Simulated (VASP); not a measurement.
The system is Si.

```xyz
2
Lattice="0.0000 2.7155 2.7155 2.7155 0.0000 2.7155 2.7155 2.7155 0.0000" Properties=species:S:1:pos:R:3 pbc="T T T"
Si    0.0000    0.0000    0.0000
Si    1.3578    1.3578    1.3578
```

* Program: VASP 6.6.1
* Task: relaxation of cell and atoms
* Functional: PBE
* Potentials or basis: VASP PAW PBE potentials, release 64 (Si)
* Cutoff: 500 eV
* k mesh: 8 × 8 × 8
* Occupations: gaussian, width 0.02 eV
* Spin: no spin polarisation

At the start: pressure 1.9 GPa; volume 20.02 Å³/atom.

Question: Where does the relaxation end?

Answer: Over 3 steps the energy falls by 2.5 meV/atom and the volume is 20.44 Å³/atom (+2.1 %); space group Fd-3m (No. 227, to 0.05 Å).

The path:
```tsv
step	energy change (eV)	largest force (eV/Å)	pressure (GPa)	volume (Å³)
1	0.0000	0.0000	1.93	40.05
2	-0.0027	0.0000	-1.21	41.46
3	-0.0049	0.0000	0.01	40.88
```

Final structure:
```yaml
crystal:
  lattice:
    - [0.00000, 2.73429, 2.73429]
    - [2.73429, 0.00000, 2.73429]
    - [2.73429, 2.73429, 0.00000]
  atoms:
    - { symbol: Si, position: [0.00000, 0.00000, 0.00000] }
    - { symbol: Si, position: [0.25000, 0.25000, 0.25000] }
```
